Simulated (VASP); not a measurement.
# MnO (P6_3mc) in VASP: single point with PBEsol

Aim: the single point of MnO with PBEsol.

Program: VASP 6.6.1. These are calculated values, not measurements. Logs are shortened: lines on timing, memory, paths and dates and some standing lists are left out, and cuts for length are marked.

## Step 1: The cell of the first run

The structure is hexagonal, space group P6_3mc (No. 186). The conventional cell has a = 3.446 Å, b = 3.446 Å, c = 5.463 Å, α = 90.00°, β = 90.00°, γ = 120.00°. Mn (site symmetry 3m) has 4 O at 2.09 to 2.10 Å within 2.8 Å. O (site symmetry 3m) has 4 Mn at 2.09 to 2.10 Å within 2.8 Å.

## Step 2: Single point, PBEsol, collinear spin, ferromagnetic start (14.05 Å³/atom)

Contents of INCAR:

```
SYSTEM = MnO
  PREC = Accurate
  ENCUT = 520
  EDIFF = 1E-7
  ISMEAR = 0
  SIGMA = 0.1
  LREAL = .FALSE.
  LASPH = .TRUE.
  NELM = 150
  ALGO = Normal
  ISIF = 2
  LWAVE = .FALSE.
  LCHARG = .FALSE.
  ISPIN = 2
  MAGMOM = 4.32 4.32 0.25 0.25
  LORBIT = 11
  LMAXMIX = 4
  GGA = PS
  NBANDS = 31
```

Contents of KPOINTS:

```
regular mesh
0
G
  12 12 8
  0 0 0
```

Contents of POSCAR:

```
MnO
1.0
    3.4458440008      0.0000000000      0.0000000000
   -1.7229220004      2.9841884422      0.0000000000
    0.0000000000      0.0000000000      5.4633806798
Mn O
2 2
Direct
    0.3333333333      0.6666666667      0.0006079918
    0.6666666667      0.3333333333      0.5006079918
    0.3333333333      0.6666666667      0.3858220082
    0.6666666667      0.3333333333      0.8858220082
```

Potentials or basis: VASP PAW PBE potentials, release 64 (Mn_pv, O).

Launch:

```
$ cat potpaw_PBE.64/Mn_pv/POTCAR potpaw_PBE.64/O/POTCAR > POTCAR
$ mpirun -np 1 vasp_std > vasp.out
```

OUTCAR:

```text
SYSTEM = MnO
   PREC = Accurate
   ENCUT = 520
   EDIFF = 1E-7
   ISMEAR = 0
   LREAL = .FALSE.
   LASPH = .TRUE.
   NELM = 150
   ISIF = 2
   ISPIN = 2
   LORBIT = 11
   GGA = PS

 ion  position               nearest neighbor table
   1  0.333  0.667  0.001-   4 2.09   4 2.09   4 2.09   3 2.10
   2  0.667  0.333  0.501-   3 2.09   3 2.09   3 2.09   4 2.10
   3  0.333  0.667  0.386-   2 2.09   2 2.09   2 2.09   1 2.10
   4  0.667  0.333  0.886-   1 2.09   1 2.09   1 2.09   2 2.10

  LATTYP: Found a hexagonal cell.
 ALAT       =     3.4458440008
 C/A-ratio  =     1.5854985538

  Lattice vectors:

 A1 = (   3.4458440008,   0.0000000000,   0.0000000000)
 A2 = (  -1.7229220004,   2.9841884422,   0.0000000000)
 A3 = (   0.0000000000,   0.0000000000,   5.4633806798)

Analysis of symmetry for initial positions (statically):
=====================================================================
 Subroutine PRICEL returns:
 Original cell was already a primitive cell.

 Routine SETGRP: Setting up the symmetry group for a
 hexagonal supercell.

 Subroutine GETGRP returns: Found 12 space group operations
 (whereof  6 operations were pure point group operations)
 out of a pool of 24 trial point group operations.

The static configuration has the point symmetry C_3v.
 The point group associated with its full space group is C_6v.

Analysis of symmetry for dynamics (positions and initial velocities):
=====================================================================
 Subroutine PRICEL returns:
 Original cell was already a primitive cell.

 Routine SETGRP: Setting up the symmetry group for a
 hexagonal supercell.

 Subroutine GETGRP returns: Found 12 space group operations
 (whereof  6 operations were pure point group operations)
 out of a pool of 24 trial point group operations.

The dynamic configuration has the point symmetry C_3v.
 The point group associated with its full space group is C_6v.

Analysis of structural, dynamic, and magnetic symmetry:
=====================================================================
 Subroutine PRICEL returns:
 Original cell was already a primitive cell.

 Routine SETGRP: Setting up the symmetry group for a
 hexagonal supercell.

 Subroutine GETGRP returns: Found 12 space group operations
 (whereof  6 operations were pure point group operations)
 out of a pool of 24 trial point group operations.

The overall configuration has the point symmetry C_3v.
 The point group associated with its full space group is C_6v.

 Subroutine INISYM returns: Found 12 space group operations
 (whereof  6 operations are pure point group operations),
 and found     1 'primitive' translations

----------------------------------------------------------------------------------------

                                     Primitive cell

  volume of cell :      56.1802

  direct lattice vectors                    reciprocal lattice vectors
     3.445844001  0.000000000  0.000000000     0.290204664  0.167549741  0.000000000
    -1.722922000  2.984188442  0.000000000     0.000000000  0.335099482  0.000000000
     0.000000000  0.000000000  5.463380680     0.000000000  0.000000000  0.183036852

  length of vectors
     3.445844001  3.445844001  5.463380680     0.335099482  0.335099482  0.183036852

  position of ions in fractional coordinates (direct lattice)
     0.333333333  0.666666667  0.000607992
     0.666666667  0.333333333  0.500607992
     0.333333333  0.666666667  0.385822008
     0.666666667  0.333333333  0.885822008

  ion indices of the primitive-cell ions
   primitive index   ion index
                 1           1
                 2           2
                 3           3
                 4           4

----------------------------------------------------------------------------------------

 KPOINTS: regular mesh

Automatic generation of k-mesh.
 Grid dimensions read from file:
 generate k-points for:   12   12    8

 Generating k-lattice:

  Cartesian coordinates                     Fractional coordinates (reciprocal lattice)
     0.024183722  0.013962478  0.000000000     0.083333333  0.000000000  0.000000000
     0.000000000  0.027924957  0.000000000     0.000000000  0.083333333  0.000000000
     0.000000000  0.000000000  0.022879606     0.000000000  0.000000000  0.125000000

  Length of vectors
     0.027924957  0.027924957  0.022879606

  Shift w.r.t. Gamma in fractional coordinates (k-lattice)
     0.000000000  0.000000000  0.000000000

 Subroutine IBZKPT returns following result:
 ===========================================

 Found     95 irreducible k-points:

 Following reciprocal coordinates:
            Coordinates               Weight
  0.000000  0.000000  0.000000      1.000000
  0.083333 -0.000000  0.000000      6.000000
  0.166667 -0.000000  0.000000      6.000000
  0.250000 -0.000000  0.000000      6.000000
  0.333333 -0.000000  0.000000      6.000000
  0.416667 -0.000000  0.000000      6.000000
[... 16 lines left out ...]
  0.250000 -0.000000  0.125000     12.000000
  0.333333 -0.000000  0.125000     12.000000
 [... further k-points ...]
   k-points           NKPTS =     95   k-points in BZ     NKDIM =     95   number of bands    NBANDS=     31
   number of dos      NEDOS =    301   number of ions     NIONS =      4
   total plane-waves  NPLWV =  32928
   dimension x,y,z NGX =    28 NGY =   28 NGZ =   42
   dimension x,y,z NGXF=    56 NGYF=   56 NGZF=   84
   ions per type =               2   2
   NGX,Y,Z   is equivalent  to a cutoff of  13.51, 13.51, 12.78 a.u.
   NGXF,Y,Z  is equivalent  to a cutoff of  27.02, 27.02, 25.56 a.u.
 SYSTEM =  MnO
   PREC   = accura    normal or accurate (medium, high low for compatibility)
   ISTART =      0    job   : 0-new  1-cont  2-samecut
   ICHARG =      2    charge: 1-file 2-atom 10-const
   ISPIN  =      2    spin polarized calculation?
   LNONCOLLINEAR =      F non collinear calculations
   LSORBIT =      F    spin-orbit coupling
   LASPH  =      T    aspherical Exc in radial PAW
   ENCUT  =  520.0 eV  38.22 Ry    6.18 a.u.   6.41  6.41 10.16*2*pi/ulx,y,z
   NELM   =    150;   NELMIN=  2; NELMDL= -5     # of ELM steps
   EDIFF  = 0.1E-06   stopping-criterion for ELM
   LREAL  =      F    real-space projection
   EDIFFG = 0.1E-05   stopping-criterion for IOM
   NSW    =      0    number of steps for IOM
   IBRION =     -1    ionic relax: 0-MD 1-quasi-New 2-CG
   NFREE  =      0    steps in history (QN), initial steepest desc. (CG)
   ISIF   =      2    stress and relaxation
   ISYM   =      2    0-nonsym 1-usesym 2-fastsym
   POTIM  = 0.5000    time-step for ionic-motion
   TEBEG  =    0.0;   TEEND  =   0.0 temperature during run
   PSTRESS=    0.0 pullay stress
   NELECT =      38.0000    total number of electrons
   NUPDOWN=      -1.0000    fix difference up-down
   EMIN   =  10.00;   EMAX   =-10.00  energy-range for DOS
   EFERMI =   0.00;   METHOD = LEGACY
   ISMEAR =     0;   SIGMA  =   0.10  broadening in eV -4-tet -1-fermi 0-gaus
   EFERMI_NEDOS =   21; number of points for ismear=-14 and -15
   IALGO  =     38    algorithm
   IMIX   =      4    mixing-type and parameters
     AMIX     =   0.40;   BMIX     =  1.00
     AMIX_MAG =   1.60;   BMIX_MAG =  1.00
  volume/ion in A,a.u.               =      14.05        94.78
  Fermi-wavevector in a.u.,A,eV,Ry     =   1.437060  2.715650 28.097958  2.065142
  Thomas-Fermi vector in A             =   2.556180
   LORBIT       =     11    0 simple, 1 ext, 2 COOP (PROOUT), +10 PAW based schemes
   GGA     = PS    functional components
   LHFCALC =     F    Hartree Fock is set to
   AEXX    =    0.0000 exact exchange contribution
   IVDW    =     0    specifies the selected vdW correction
   LEPSILON=     F    determine dielectric tensor
   LRPA    =     F    only Hartree local field effects (RPA)
 spin polarized calculation
 Gauss-broadening in eV      SIGMA  =   0.10
  energy-cutoff  :      520.00
  volume of cell :       56.18
 maximum number of plane-waves:      1538
 NGX is ok and might be reduce to    28
   NGX = 13   NGY = 13   NGZ = 21

 number of electron      37.9999982 magnetization      10.0005404

 number of electron      37.9999982 magnetization       9.9980665

 Free energy of the ion-electron system (eV)
  ---------------------------------------------------
  ext. energy  EPLUGINS =         0.00000000
  ---------------------------------------------------
  free energy    TOTEN  =       -34.26477006 eV

  energy without entropy =      -34.26316390  energy(sigma->0) =      -34.26396698

 E-fermi :   5.0470     XC(G=0): -10.5265

 val. band max:        5.0223110729   @ k =   0.0833  -0.0000   0.1250
 cond. band min:       5.0525587261   @ k =   0.0833  -0.0000   0.0000
 fundamental gap:      0.0302476532
 Fermi energy:         5.0470017525

 spin component 1

 k-point     1 :       0.0000    0.0000    0.0000
  band No.  band energies     occupation
      1     -45.3207      1.00000
      2     -45.2931      1.00000
      3     -45.2863      1.00000
      4     -45.2863      1.00000
      5     -45.2816      1.00000
      6     -45.2816      1.00000
[... 805 lines left out ...]
     30      14.9180      0.00000
     31      16.0373      0.00000

 [... further k-points ...]

 spin component 2

 k-point     1 :       0.0000    0.0000    0.0000
  band No.  band energies     occupation
      1     -40.6272      1.00000
      2     -40.5904      1.00000
      3     -40.5860      1.00000
      4     -40.5860      1.00000
      5     -40.5799      1.00000
      6     -40.5799      1.00000
[... 805 lines left out ...]
     30      16.5583      0.00000
     31      17.4802      0.00000

 [... further k-points ...]

------------------------ aborting loop because EDIFF is reached ----------------------------------------

  FORCE on cell =-STRESS in cart. coord.  units (eV):
  Direction    XX          YY          ZZ          XY          YZ          ZX
  --------------------------------------------------------------------------------------
  -------------------------------------------------------------------------------------
  Total       -2.1334919     -2.1334919     -2.1913808      0.0000000     -0.0000000      0.0000000
  in kB      -60.8440720    -60.8440720    -62.4949782      0.0000000     -0.0000000      0.0000000
  external PRESSURE =     -61.3943740 kB  Pullay stress =       0.0000000 kB

 VOLUME and BASIS-vectors are now :
 -----------------------------------------------------------------------------
  energy-cutoff  :      520.00
  volume of cell :       56.18
      direct lattice vectors                 reciprocal lattice vectors
     3.445844001  0.000000000  0.000000000     0.290204664  0.167549741  0.000000000
    -1.722922000  2.984188442  0.000000000     0.000000000  0.335099482  0.000000000
     0.000000000  0.000000000  5.463380680     0.000000000  0.000000000  0.183036852

 POSITION                                       TOTAL-FORCE (eV/Angst)
 -----------------------------------------------------------------------------------
     -0.00000      1.98946      0.00332        -0.000000     -0.000000      0.009160
      1.72292      0.99473      2.73501         0.000000      0.000000      0.009160
     -0.00000      1.98946      2.10789        -0.000000      0.000000     -0.009160
      1.72292      0.99473      4.83958         0.000000     -0.000000     -0.009160
 -----------------------------------------------------------------------------------
    total drift:                               -0.000000     -0.000000      0.001157

  FREE ENERGIE OF THE ION-ELECTRON SYSTEM (eV)
  ---------------------------------------------------
  free  energy   TOTEN  =       -34.2647700623 eV

  energy  without entropy=      -34.2631638986  energy(sigma->0) =      -34.26396698

 total charge

# of ion       s       p       d       tot
------------------------------------------
    1        0.230   6.206   4.927  11.363
    2        0.230   6.206   4.927  11.363
    3        1.550   3.412   0.000   4.962
    4        1.550   3.412   0.000   4.962
--------------------------------------------------
tot          3.559  19.237   9.854  32.650

 magnetization (x)

# of ion       s       p       d       tot
------------------------------------------
    1        0.037   0.056   4.335   4.428
    2        0.037   0.056   4.335   4.428
    3        0.019   0.164   0.000   0.183
    4        0.019   0.164   0.000   0.183
--------------------------------------------------
tot          0.112   0.440   8.671   9.222
```

Run time: 4.3 min. Hardware: 1 thread of Intel Xeon Platinum 8488C (Sapphire Rapids), shared host; peak memory 0.36 GiB.

Results:

| Property | Result |
| --- | --- |
| Free energy | -34.2648 eV |
| Pressure | -6.1 GPa |
| Largest force | 0.009 eV/Å |
| Band gap on the k mesh | zero (filled and empty bands overlap) |
| Net moment | 10.00 μB per cell |
| Site moments | Mn +4.43; O +0.18 μB |
| Valence electrons inside the program's atomic spheres | Mn 11.36; O 4.96 |

Forces on the atoms (eV/Å):
```
Mn   0.000  0.000  0.009
Mn   0.000  0.000  0.009
O    0.000  0.000 -0.009
O    0.000  0.000 -0.009
```

Stress tensor (GPa, compression positive):
```
-6.08  0.00  0.00
 0.00 -6.08  0.00
 0.00  0.00 -6.25
```

Caveat: the cell stands under tension; the PAW data sets were made with another functional, which shifts forces and pressure a little; semilocal functionals often make such compounds metallic where correlation or magnetic order opens a gap, which also shifts bond lengths; the run started ferromagnetic, and an antiferromagnetic order may lie lower in energy. With open d or f shells a metallic result of PBEsol can be an artefact of self-interaction; +U or a hybrid may open a gap.

The gap in the log of VASP goes by the Fermi energy; the results here count the filled bands.